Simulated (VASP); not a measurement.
AlAs (l.b):

```
CELL_PARAMETERS angstrom
0.00000 2.84000 2.84000
2.84000 0.00000 2.84000
2.84000 2.84000 0.00000
ATOMIC_POSITIONS crystal
Al 0.00000 0.00000 0.00000
As 0.25000 0.25000 0.25000
```

```yaml
Program: VASP 6.6.1
Task: relaxation of cell and atoms
Functional: LDA
Potentials_or_basis: VASP PAW LDA potentials, release 64 (Al, As)
Cutoff: 500 eV
k_mesh: 8 × 8 × 8
Occupations: gaussian, width 0.02 eV
Spin: no spin polarisation
```

At the start: pressure -1.6 GPa; volume 22.91 Å³/atom.

Task: How do energy, volume and symmetry change on relaxing?

Result: Over 3 steps the energy falls by 2.6 meV/atom and the volume is 22.40 Å³/atom (-2.2 %); space group F-43m (No. 216, to 0.05 Å).

The path:
```
step  energy change (eV)  largest force (eV/Å)  pressure (GPa)  volume (Å³)
   1              0.0000                0.0000           -1.62        45.81
   2             -0.0039                0.0000            0.88        44.29
   3             -0.0052                0.0000            0.00        44.80
```

Final structure:
```
Al As
1.0
     0.00000    2.81888    2.81888
     2.81888    0.00000    2.81888
     2.81888    2.81888    0.00000
Al As
1 1
Direct
  0.00000 0.00000 0.00000
  0.25000 0.25000 0.25000
```
